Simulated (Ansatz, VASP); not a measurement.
**Two plane-wave programs on Mg**

```
Mg
1.0
     3.09605    0.00000    0.00000
    -1.54803    2.68126    0.00000
     0.00000    0.00000    2.99917
Mg
1
Direct
  0.00000 0.00000 0.00000
```

Change from the starting cell: strain +0.015 along x and y, -0.015 along z, atoms carried along.

Alike in both runs: task single point; functional LDA; k mesh 18 × 18 × 16; occupations gaussian, width 0.15 eV; no spin polarisation.

|  | VASP | Ansatz |
| --- | --- | --- |
| version | VASP 6.6.1 | Ansatz 0.2.0 |
| potentials or method | VASP PAW LDA potentials, release 64 (Mg), cutoff 520 eV | scalar-relativistic, plane waves, PAW |
| valence electrons in the cell | 2 | 10 |

```tsv
	VASP	Ansatz	Ansatz less VASP
gap on the k mesh at the Fermi level (eV)	none	none	-
pressure (GPa)	-1.3	-1.1	+0.25
traceless stress, the component that is largest in VASP (GPa)	1.29	1.28	-0.015
```

LDA's correlation is that of Perdew and Zunger in VASP and of Perdew and Wang (1992) in Ansatz. A gap of «none» marks a metal or a gap that the smearing closes. VASP's potentials hold 2 valence electrons a cell and Ansatz's 10, so a difference there can come from the potentials and not from the codes.
